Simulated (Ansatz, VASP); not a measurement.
CuF: VASP beside Ansatz

```
Cu F
1.0
     3.50866    0.00000    0.00000
    -1.75433    3.03859    0.00000
     0.00000    0.00000    5.08252
Cu F
2 2
Direct
  0.33333 0.66667 0.25000
  0.66667 0.33333 0.75000
  0.66667 0.33333 0.25000
  0.33333 0.66667 0.75000
```

Alike in both runs: task single point; functional PBE; k mesh 12 × 12 × 6; occupations fermi-dirac, width 0.02 eV; no spin polarisation.

|  | VASP | Ansatz |
| --- | --- | --- |
| version | VASP 6.6.1 | Ansatz 0.2.0 |
| potentials or method | VASP PAW PBE potentials, release 64 (Cu_sv_GW, F) | plane waves, PAW |
| plane-wave cutoff (eV) | 700 | 420 |
| valence electrons in the cell | 52 | 52 |

```tsv
	VASP	Ansatz	Ansatz less VASP
pressure (GPa)	2.2	4.4	+2.25
traceless stress, the component that is largest in VASP (GPa)	-0.57	-0.46	+0.112
```

The functional is the same, so the differences come from potentials, cutoffs and numerics.
